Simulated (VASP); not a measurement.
Wanted: the native input for a VASP 6.6.1 run.

* Task: single point
* Functional: PBE
* Potentials or basis: VASP PAW PBE potentials, release 64 (Se)
* Cutoff: 520 eV
* k mesh: 8 × 8 × 8
* Occupations: fermi-dirac, width 0.136057 eV
* Spin: no spin polarisation
* Dipole correction: no
* Further INCAR settings: ALGO = Normal; EDIFF = 1e-07; NBANDS = 13

The structure of Se lies in POSCAR:

```
Se
1.0
    0.0000000000      3.1650826180      3.1650826180
    3.1650826180      0.0000000000      3.1650826180
    3.1650826180      3.1650826180      0.0000000000
Se
2
Direct
    0.0000000000      0.0000000000      0.0000000000
    0.2500000000      0.2500000000      0.2500000000
```

The input as run:

INCAR

```
PREC = Accurate
ENCUT = 520
EDIFF = 1E-7
ISMEAR = -1
SIGMA = 0.13605693000000002
LREAL = F
LASPH = T
NELM = 60
ALGO = Normal
ISIF = 2
LWAVE = F
LCHARG = F
GGA = PE
NBANDS = 13
```

KPOINTS

```
Automatic mesh
0
Gamma
  8 8 8
```

Potentials or basis: VASP PAW PBE potentials, release 64 (Se).

The run is started by

```sh
$ cat potpaw_PBE.64/Se/POTCAR > POTCAR
$ mpirun -np 1 vasp_std > vasp.out
```

It gave:

The pressure is 0.1 GPa and the band gap on the k mesh is zero (band 6 reaches 2.32 eV, above the bottom of band 7 at 1.27 eV).

Wall time 25 s on 1 thread of AMD EPYC 7R43 64-Core Processor (Zen 3) (shared host), peak memory 0.17 GiB.
